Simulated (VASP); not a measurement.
## Os: single point with PBE

The system is Os.

```
Os
1.0
     4.01181   -0.00984    0.01261
    -2.01443    3.45451   -0.13383
     0.01716   -0.20045    5.41709
Os
2
Direct
  0.65228 0.67282 0.03124
  0.95676 0.37764 0.02033
```

```
Program                : VASP 6.6.1
Task                   : single point
Functional             : PBE
Potentials or basis    : VASP PAW PBE potentials, release 64 (Os)
Cutoff                 : 600 eV
k mesh                 : 2 × 2 × 1, shifted
Occupations            : fermi-dirac, width 0.15 eV
Spin                   : no spin polarisation
Dipole correction      : no
Further INCAR settings : ALGO = Normal; EDIFF = 1e-06; NBANDS = 15
```

```
Pressure               : 5.6 GPa
Largest force          : 5.547 eV/Å
Band gap on the k mesh : zero (bands 8 and 9 overlap by 0.29 eV)
```

Forces in eV/Å, atoms in the order of the input:
```
Os  -4.449  2.784  1.797
Os   4.449 -2.784 -1.797
```

Stress tensor (GPa, compression positive):
```
14.05 -4.01 -0.39
-4.01  6.85  0.34
-0.39  0.34 -4.01
```

Levels at points of the mesh, in eV from the Fermi level:
| k point | band 5 | band 6 | band 7 | band 8 | band 9 | band 10 | band 11 | band 12 |
| --- | --- | --- | --- | --- | --- | --- | --- | --- |
| (0.25, 0.25, 0.00) | -2.11 | -1.86 | -1.75 | -0.70 | -0.14 | 1.30 | 2.33 | 3.39 |

It took 4.8 s on 1 thread of Intel(R) Xeon(R) Platinum 8375C CPU @ 2.90GHz (Ice Lake), with other jobs on the host, peak memory 0.2 GiB.

Caveat: the k points lie up to 1.16 Å⁻¹ apart; spin-orbit coupling is left out, which moves the levels of the heavy elements; forces of over 1 eV/Å act on the atoms, so gaps and moduli don't describe the material at rest.
